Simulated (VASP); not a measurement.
A run of VASP 6.6.1 is set up as follows.

File POSCAR:

```
GaP
1.0
    0.0000000000      2.8720257767      2.5962891765
    2.8720257767      0.0000000000      2.5962891765
    2.8720257767      2.8720257767      0.0000000000
Ga P
1 1
Direct
    0.0000000000      0.0000000000      0.0000000000
    0.2500000000      0.2500000000      0.2500000000
```

The input INCAR.step1:

```
SYSTEM = GaP
PREC     = Accurate       ! precision mode
ENCUT    = 520            ! plane-wave cutoff, eV
ISMEAR   = 0              ! smearing method
SIGMA    = 0.01           ! smearing width, eV
LREAL    = .FALSE.        ! projectors in reciprocal space
LASPH    = .TRUE.         ! aspherical terms in the spheres
NELM     = 60             ! most SCF steps
NBANDS   = 16             ! bands
GGA      = PE             ! functional
ALGO     = Normal         ! electronic algorithm
EDIFF    = 1E-4           ! SCF threshold, eV
LWAVE    = .TRUE.         ! write WAVECAR
LCHARG   = .FALSE.        ! write CHGCAR
```

The input INCAR.step2:

```
SYSTEM = GaP
PREC     = Accurate       ! precision mode
ENCUT    = 520            ! plane-wave cutoff, eV
EDIFF    = 1E-6           ! SCF threshold, eV
ISMEAR   = 0              ! smearing method
SIGMA    = 0.01           ! smearing width, eV
LREAL    = .FALSE.        ! projectors in reciprocal space
LASPH    = .TRUE.         ! aspherical terms in the spheres
NELM     = 60             ! most SCF steps
ALGO     = Normal         ! electronic algorithm
ISIF     = 2              ! what is computed and relaxed
LWAVE    = .FALSE.        ! write WAVECAR
LCHARG   = .FALSE.        ! write CHGCAR
METAGGA  = R2SCAN         ! meta-GGA
LMIXTAU  = .TRUE.       
NBANDS   = 16             ! bands
ISTART   = 1
```

KPOINTS

```
regular mesh
0
G
  8 8 8
  0 0 0
```

Potentials or basis: VASP PAW PBE potentials, release 64 (Ga_d, P).

Run with:

```console
$ cat potpaw_PBE.64/Ga_d/POTCAR potpaw_PBE.64/P/POTCAR > POTCAR
$ cp INCAR.step1 INCAR
$ mpirun -np 1 vasp_std > vasp.out
$ cp INCAR.step2 INCAR
$ mpirun -np 1 vasp_std > vasp.out
```

Task: Predict the band gap on the k mesh.

Result: 1.04 eV, indirect (least direct gap 1.46 eV).

Task: What does it give for the pressure?

Result: -4.5 GPa.

Stress tensor (GPa, compression positive):
```
-6.80  0.00  0.00
 0.00 -6.80  0.00
 0.00  0.00 -0.03
```

Caveat: the cell differs from its parent crystal (epitaxial xy strain +5.4%); the PAW data sets were made with another functional, which shifts forces and pressure a little. A k mesh can miss the band edges.
